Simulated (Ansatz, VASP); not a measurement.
**One calculation of BaTe, two programs**

```xyz
2
Lattice="0.0607 3.4714 3.4714 3.5321 0.0000 3.5321 3.4714 3.4714 0.0607" Properties=species:S:1:pos:R:3 pbc="T T T"
Ba    0.0000    0.0000    0.0000
Te    3.5321    3.4714    3.5321
```

Change from the starting cell: strain +0.0350 x Voigt [0, 0, 0, 0, 1, 0], atoms carried along.

Alike in both runs: task single point; functional PBEsol; k mesh 8 × 8 × 8; occupations gaussian, width 0.05 eV; no spin polarisation.

|  | VASP | Ansatz |
| --- | --- | --- |
| version | VASP 6.6.1 | Ansatz 0.2.0 |
| potentials or method | VASP PAW PBE potentials, release 64 (Ba_sv, Te), cutoff 520 eV | scalar-relativistic, plane waves, PAW |
| valence electrons in the cell | 16 | 26 |

VASP gave:

* gap on the k mesh at the Fermi level (eV): 1.31
* least direct gap on the mesh (eV): 1.68
* pressure (GPa): 0.4
* traceless stress, the component that is largest in VASP (GPa): -0.38

Q: Estimate Ansatz's values.

A: gap on the k mesh at the Fermi level (eV): 1.40; least direct gap on the mesh (eV): 1.74; pressure (GPa): 0.0; traceless stress, the component that is largest in VASP (GPa): -0.39.

VASP's potentials were made for PBE, not for PBEsol. The functional is the same, so the differences come from potentials, cutoffs and numerics. VASP's potentials hold 16 valence electrons a cell and Ansatz's 26, so a difference there can come from the potentials and not from the codes.

Neither program's run includes spin-orbit coupling.
